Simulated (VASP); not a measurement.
# Ti (C2/m) in VASP: further runs

Ti is run at these levels: PBEsol; tasks: single point.

Everything below comes from runs of VASP 6.6.1. Logs are shortened: lines on timing, memory, paths and dates and some standing lists are left out, and cuts for length are marked.

### Step 1. The cell of the first run

It takes space group C2/m (No. 12, monoclinic). Conventional cell: a = 5.051 Å, b = 2.916 Å, c = 4.724 Å, α = 90.00°, β = 90.00°, γ = 90.00°. Within 3.4 Å of Ti (site symmetry m) lie 12 Ti at 2.55 to 3.20 Å.

### Step 2. Single point, PBEsol (shortest bond scaled by 0.88)

Contents of INCAR:

```
SYSTEM = Ti
ALGO = Normal
EDIFF = 1E-6
ENCUT = 520
GGA = PS
ISIF = 2
ISMEAR = -1
LASPH = .True.
LCHARG = .False.
LREAL = .False.
LWAVE = .False.
NBANDS = 19
NELM = 60
PREC = Accurate
SIGMA = 0.05
```

Contents of KPOINTS:

```
k-points
0
Gamma
  12 12 7
  0 0 0
```

Contents of POSCAR:

```
Ti
1.0
    2.9162152113      0.0000000000      0.0000000000
   -1.4581076057      2.5255164559      0.0000000000
    0.0000000000      0.0000000000      4.7242686424
Ti
2
Direct
    0.2933333333      0.6466666667      0.2200000000
    0.7066666667      0.3533333333      0.7800000000
```

Potentials or basis: VASP PAW PBE potentials, release 64 (Ti_sv).

Command:

```sh
cat potpaw_PBE.64/Ti_sv/POTCAR > POTCAR
mpirun -np 1 vasp_std > vasp.out
```

OUTCAR:

```text
SYSTEM = Ti
   EDIFF = 1E-6
   ENCUT = 520
   GGA = PS
   ISIF = 2
   ISMEAR = -1
   LASPH = .True.
   LREAL = .False.
   NELM = 60
   PREC = Accurate

 ion  position               nearest neighbor table
   1  0.293  0.647  0.220-   2 2.55   2 2.75   2 2.75
   2  0.707  0.353  0.780-   1 2.55   1 2.75   1 2.75

  LATTYP: Found a hexagonal cell.
 ALAT       =     2.9162152113
 C/A-ratio  =     1.6200000000

  Lattice vectors:

 A1 = (   2.9162152113,   0.0000000000,   0.0000000000)
 A2 = (  -1.4581076057,   2.5255164559,   0.0000000000)
 A3 = (   0.0000000000,   0.0000000000,   4.7242686424)

Analysis of symmetry for initial positions (statically):
=====================================================================
 Subroutine PRICEL returns:
 Original cell was already a primitive cell.

 Routine SETGRP: Setting up the symmetry group for a
 hexagonal supercell.

 Subroutine GETGRP returns: Found  4 space group operations
 (whereof  4 operations were pure point group operations)
 out of a pool of 24 trial point group operations.

The static configuration has the point symmetry C_2h.

Analysis of symmetry for dynamics (positions and initial velocities):
=====================================================================
 Subroutine PRICEL returns:
 Original cell was already a primitive cell.

 Routine SETGRP: Setting up the symmetry group for a
 hexagonal supercell.

 Subroutine GETGRP returns: Found  4 space group operations
 (whereof  4 operations were pure point group operations)
 out of a pool of 24 trial point group operations.

The dynamic configuration has the point symmetry C_2h.

 Subroutine INISYM returns: Found  4 space group operations
 (whereof  4 operations are pure point group operations),
 and found     1 'primitive' translations

----------------------------------------------------------------------------------------

                                     Primitive cell

  volume of cell :      34.7940

  direct lattice vectors                    reciprocal lattice vectors
     2.916215211  0.000000000  0.000000000     0.342910220  0.197979308  0.000000000
    -1.458107606  2.525516456  0.000000000     0.000000000  0.395958616  0.000000000
     0.000000000  0.000000000  4.724268642     0.000000000  0.000000000  0.211672975

  length of vectors
     2.916215211  2.916215211  4.724268642     0.395958616  0.395958616  0.211672975

  position of ions in fractional coordinates (direct lattice)
     0.293333333  0.646666667  0.220000000
     0.706666667  0.353333333  0.780000000

  ion indices of the primitive-cell ions
   primitive index   ion index
                 1           1
                 2           2

----------------------------------------------------------------------------------------

 KPOINTS: k-points

Automatic generation of k-mesh.
 Grid dimensions read from file:
 generate k-points for:   12   12    7

 Generating k-lattice:

  Cartesian coordinates                     Fractional coordinates (reciprocal lattice)
     0.028575852  0.016498276  0.000000000     0.083333333  0.000000000  0.000000000
     0.000000000  0.032996551  0.000000000     0.000000000  0.083333333  0.000000000
     0.000000000  0.000000000  0.030238996     0.000000000  0.000000000  0.142857143

  Length of vectors
     0.032996551  0.032996551  0.030238996

  Shift w.r.t. Gamma in fractional coordinates (k-lattice)
     0.000000000  0.000000000  0.000000000

 Subroutine IBZKPT returns following result:
 ===========================================

 Found    277 irreducible k-points:

 Following reciprocal coordinates:
            Coordinates               Weight
  0.000000  0.000000  0.000000      1.000000
  0.083333 -0.000000  0.000000      2.000000
  0.000000  0.083333  0.000000      4.000000
  0.166667 -0.000000  0.000000      2.000000
  0.000000  0.166667  0.000000      4.000000
  0.250000  0.000000  0.000000      2.000000
[... 16 lines left out ...]
 -0.083333  0.416667  0.000000      4.000000
 -0.416667  0.333333  0.000000      4.000000
 [... further k-points ...]
   k-points           NKPTS =    277   k-points in BZ     NKDIM =    277   number of bands    NBANDS=     19
   number of dos      NEDOS =    301   number of ions     NIONS =      2
   total plane-waves  NPLWV =  20736
   dimension x,y,z NGX =    24 NGY =   24 NGZ =   36
   dimension x,y,z NGXF=    48 NGYF=   48 NGZF=   72
   ions per type =               2
   NGX,Y,Z   is equivalent  to a cutoff of  13.68, 13.68, 12.67 a.u.
   NGXF,Y,Z  is equivalent  to a cutoff of  27.36, 27.36, 25.34 a.u.
 SYSTEM =  Ti
   PREC   = accura    normal or accurate (medium, high low for compatibility)
   ISTART =      0    job   : 0-new  1-cont  2-samecut
   ICHARG =      2    charge: 1-file 2-atom 10-const
   ISPIN  =      1    spin polarized calculation?
   LNONCOLLINEAR =      F non collinear calculations
   LSORBIT =      F    spin-orbit coupling
   LASPH  =      T    aspherical Exc in radial PAW
   ENCUT  =  520.0 eV  38.22 Ry    6.18 a.u.   5.42  5.42  8.78*2*pi/ulx,y,z
   NELM   =     60;   NELMIN=  2; NELMDL= -5     # of ELM steps
   EDIFF  = 0.1E-05   stopping-criterion for ELM
   LREAL  =      F    real-space projection
   EDIFFG = 0.1E-04   stopping-criterion for IOM
   NSW    =      0    number of steps for IOM
   IBRION =     -1    ionic relax: 0-MD 1-quasi-New 2-CG
   NFREE  =      0    steps in history (QN), initial steepest desc. (CG)
   ISIF   =      2    stress and relaxation
   ISYM   =      2    0-nonsym 1-usesym 2-fastsym
   POTIM  = 0.5000    time-step for ionic-motion
   TEBEG  =    0.0;   TEEND  =   0.0 temperature during run
   PSTRESS=    0.0 pullay stress
   NELECT =      24.0000    total number of electrons
   NUPDOWN=      -1.0000    fix difference up-down
   EMIN   =  10.00;   EMAX   =-10.00  energy-range for DOS
   EFERMI =   0.00;   METHOD = LEGACY
   ISMEAR =    -1;   SIGMA  =   0.05  broadening in eV -4-tet -1-fermi 0-gaus
   EFERMI_NEDOS =   21; number of points for ismear=-14 and -15
   IALGO  =     38    algorithm
   IMIX   =      4    mixing-type and parameters
     AMIX     =   0.40;   BMIX     =  1.00
     AMIX_MAG =   1.60;   BMIX_MAG =  1.00
  volume/ion in A,a.u.               =      17.40       117.40
  Fermi-wavevector in a.u.,A,eV,Ry     =   1.446473  2.733438 28.467271  2.092285
  Thomas-Fermi vector in A             =   2.564538
   LORBIT       =      0    0 simple, 1 ext, 2 COOP (PROOUT), +10 PAW based schemes
   GGA     = PS    functional components
   LHFCALC =     F    Hartree Fock is set to
   AEXX    =    0.0000 exact exchange contribution
   IVDW    =     0    specifies the selected vdW correction
   LEPSILON=     F    determine dielectric tensor
   LRPA    =     F    only Hartree local field effects (RPA)
 non-spin polarized calculation
  energy-cutoff  :      520.00
  volume of cell :       34.79
 maximum number of plane-waves:       966
 NGX is ok and might be reduce to    24
   NGX = 11   NGY = 11   NGZ = 17

 number of electron      23.9999994 magnetization

 Free energy of the ion-electron system (eV)
  ---------------------------------------------------
  ext. energy  EPLUGINS =         0.00000000
  ---------------------------------------------------
  free energy    TOTEN  =       -16.49443865 eV

  energy without entropy =      -16.47826691  energy(sigma->0) =      -16.48635278

 E-fermi :   8.1708     XC(G=0): -11.5896

 val. band max:        8.1683815454   @ k =   0.3333   0.3333   0.1429
 cond. band min:       8.1745776460   @ k =  -0.2500   0.0000   0.1429
 fundamental gap:      0.0061961006
 Fermi energy:         8.1708335611

 k-point     1 :       0.0000    0.0000    0.0000
  band No.  band energies     occupation
      1     -48.4590      2.00000
      2     -48.2658      2.00000
      3     -25.1931      2.00000
      4     -24.4981      2.00000
      5     -24.4462      2.00000
      6     -24.3791      2.00000
[... 11 lines left out ...]
     18      10.4435      0.00000
     19      11.1360      0.00000

 k-point     2 :       0.0833   -0.0000    0.0000
  band No.  band energies     occupation
      1     -48.4505      2.00000
      2     -48.2638      2.00000
      3     -25.1778      2.00000
      4     -24.5432      2.00000
      5     -24.4628      2.00000
      6     -24.3867      2.00000
[... 11 lines left out ...]
     18      10.3103      0.00000
     19      11.2665      0.00000

 k-point     3 :       0.0000    0.0833    0.0000
  band No.  band energies     occupation
      1     -48.4513      2.00000
      2     -48.2629      2.00000
      3     -25.1800      2.00000
      4     -24.5244      2.00000
      5     -24.4782      2.00000
      6     -24.4047      2.00000
[... 11 lines left out ...]
     18      10.3278      0.00000
     19      11.4927      0.00000

 k-point     4 :       0.1667   -0.0000    0.0000
  band No.  band energies     occupation
      1     -48.4265      2.00000
      2     -48.2588      2.00000
      3     -25.1357      2.00000
      4     -24.6486      2.00000
      5     -24.5016      2.00000
      6     -24.4536      2.00000
[... 11 lines left out ...]
     18      10.2066      0.00000
     19      11.4794      0.00000

 k-point     5 :       0.0000    0.1667    0.0000
  band No.  band energies     occupation
      1     -48.4299      2.00000
      2     -48.2554      2.00000
      3     -25.1441      2.00000
      4     -24.6228      2.00000
      5     -24.5182      2.00000
      6     -24.4812      2.00000
[... 11 lines left out ...]
     18      10.2379      0.00000
     19      11.6798      0.00000

 k-point     6 :       0.2500    0.0000    0.0000
  band No.  band energies     occupation
      1     -48.3914      2.00000
      2     -48.2541      2.00000
      3     -25.0808      2.00000
      4     -24.7760      2.00000
      5     -24.5626      2.00000
      6     -24.5484      2.00000
[... 11 lines left out ...]
     18      10.5225      0.00000
     19      11.6469      0.00000

 k-point     7 :       0.0000    0.2500    0.0000
  band No.  band energies     occupation
      1     -48.3996      2.00000
      2     -48.2461      2.00000
      3     -25.0961      2.00000
      4     -24.7603      2.00000
      5     -24.5837      2.00000
      6     -24.5575      2.00000
[... 11 lines left out ...]
     18      10.6316      0.00000
     19      11.7573      0.00000

 k-point     8 :       0.3333    0.0000    0.0000
  band No.  band energies     occupation
      1     -48.3515      2.00000
      2     -48.2541      2.00000
      3     -25.0459      2.00000
      4     -24.8866      2.00000
      5     -24.6468      2.00000
      6     -24.5915      2.00000
[... 256 lines left out ...]
 k-point    20 :      -0.0833    0.3333    0.0000
  band No.  band energies     occupation
      1     -48.3810      2.00000
      2     -48.2394      2.00000
      3     -25.0693      2.00000
      4     -24.8209      2.00000
      5     -24.6804      2.00000
      6     -24.5610      2.00000
[... 11 lines left out ...]
     18      11.0339      0.00000
     19      11.8547      0.00000

 k-point    21 :      -0.3333    0.2500    0.0000
  band No.  band energies     occupation
      1     -48.3767      2.00000
      2     -48.2437      2.00000
      3     -25.0638      2.00000
      4     -24.8337      2.00000
      5     -24.6527      2.00000
      6     -24.5674      2.00000
[... 11 lines left out ...]
     18      11.1285      0.00000
     19      11.6301      0.00000

 k-point    22 :       0.3333    0.0833    0.0000
  band No.  band energies     occupation
      1     -48.3297      2.00000
      2     -48.2558      2.00000
      3     -25.0448      2.00000
      4     -24.9155      2.00000
      5     -24.6863      2.00000
      6     -24.5999      2.00000
[... 11 lines left out ...]
     18      11.7154      0.00000
     19      11.8208      0.00000

 k-point    23 :      -0.0833    0.4167    0.0000
  band No.  band energies     occupation
      1     -48.3515      2.00000
      2     -48.2343      2.00000
      3     -25.0375      2.00000
      4     -24.9396      2.00000
      5     -24.7251      2.00000
      6     -24.6050      2.00000
[... 11 lines left out ...]
     18      11.6745      0.00000
     19      11.8677      0.00000

 k-point    24 :      -0.4167    0.3333    0.0000
  band No.  band energies     occupation
      1     -48.3476      2.00000
      2     -48.2382      2.00000
      3     -25.0371      2.00000
      4     -24.9451      2.00000
      5     -24.6905      2.00000
      6     -24.6276      2.00000
[... 11 lines left out ...]
     18      11.6822      0.00000
     19      11.7588      0.00000

 [... further k-points ...]
[... 5 lines left out ...]
  --------------------------------------------------------------------------------------
  -------------------------------------------------------------------------------------
  Total       -0.0348557     -0.7208327     -0.1603383      0.5940735      0.1362649      0.2360179
  in kB       -1.6050175    -33.1925566     -7.3831797     27.3556113      6.2746620     10.8680377
  external PRESSURE =     -14.0602513 kB  Pullay stress =       0.0000000 kB

 VOLUME and BASIS-vectors are now :
 -----------------------------------------------------------------------------
  energy-cutoff  :      520.00
  volume of cell :       34.79
      direct lattice vectors                 reciprocal lattice vectors
     2.916215211  0.000000000  0.000000000     0.342910220  0.197979308  0.000000000
    -1.458107606  2.525516456  0.000000000     0.000000000  0.395958616  0.000000000
     0.000000000  0.000000000  4.724268642     0.000000000  0.000000000  0.211672975

 POSITION                                       TOTAL-FORCE (eV/Angst)
 -----------------------------------------------------------------------------------
     -0.08749      1.63317      1.03934         0.194117      0.112073      1.250219
      1.54559      0.89235      3.68493        -0.194117     -0.112073     -1.250219
 -----------------------------------------------------------------------------------
    total drift:                               -0.000000      0.000000     -0.000000

  FREE ENERGIE OF THE ION-ELECTRON SYSTEM (eV)
  ---------------------------------------------------
  free  energy   TOTEN  =       -16.4944386493 eV

  energy  without entropy=      -16.4782669135  energy(sigma->0) =      -16.48635278
```

It took 97 s on 1 thread of AMD EPYC 9R45 (Zen 5), shared host; peak memory 0.24 GiB.

What came out:

```yaml
Free_energy: -16.4944 eV
Pressure: -1.4 GPa
Largest_force: 1.270 eV/Å
Band_gap_on_the_k_mesh: zero (band 12 reaches 8.84 eV, above the bottom of band 13 at 7.87 eV)
```

Forces in eV/Å, atoms in the order of the input:
```
Ti   0.194  0.112  1.250
Ti  -0.194 -0.112 -1.250
```

Levels at points of the mesh, in eV from the Fermi level:
```
           k point  band 9  band 10  band 11  band 12  band 13  band 14  band 15  band 16
(0.00, 0.00, 0.00)   -6.15    -2.79     0.05     0.64     0.74     0.91     0.96     1.61
(0.50, 0.00, 0.00)   -2.36    -2.11    -1.45    -0.54     0.06     0.56     1.06     3.31
(0.00, 0.50, 0.00)   -2.40    -2.37    -1.86    -0.43     0.43     0.77     1.41     3.43
```

Caveat: the cell differs from its parent crystal (shortest bond scaled by 0.88); the PAW data sets were made with another functional, which shifts forces and pressure a little.

[end of part 1 of 2]
